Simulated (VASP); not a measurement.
Ta, 1 atom in the cell. Symmetry: Im-3m, No. 229, cubic system. Conventional cell: a = 2.688 Å, b = 2.688 Å, c = 2.688 Å, α = 90.00°, β = 90.00°, γ = 90.00°. Ta (site symmetry m-3m) has 14 Ta at 2.33 to 2.69 Å within 3.1 Å.  This cell differs from its parent crystal: volume scaled by 0.55.

```yaml
Program: VASP 6.6.1
Task: single point
Functional: PBEsol
Potentials_or_basis: VASP PAW PBE potentials, release 64 (Ta_pv)
Cutoff: 520 eV
k_mesh: 18 × 18 × 18
Occupations: fermi-dirac, width 0.05 eV
Spin: no spin polarisation
Dipole_correction: no
Further_INCAR_settings: ALGO = Normal; EDIFF = 1e-06; NBANDS = 12
```

Potentials or basis: VASP PAW PBE potentials, release 64 (Ta_pv).

The run is started by

```bash
$ cat potpaw_PBE.64/Ta_pv/POTCAR > POTCAR
$ mpirun -np 1 vasp_std > vasp.out
```

Hardware: 1 thread of Intel(R) Xeon(R) 6975P-C (Granite Rapids), on a shared host.

Question: How long does it take, and how much memory?

Answer: Wall time 7.8 s on 1 thread of Intel(R) Xeon(R) 6975P-C (Granite Rapids), with other jobs on the host, peak memory 0.13 GiB. Counts: scf iterations 10, k points 195.
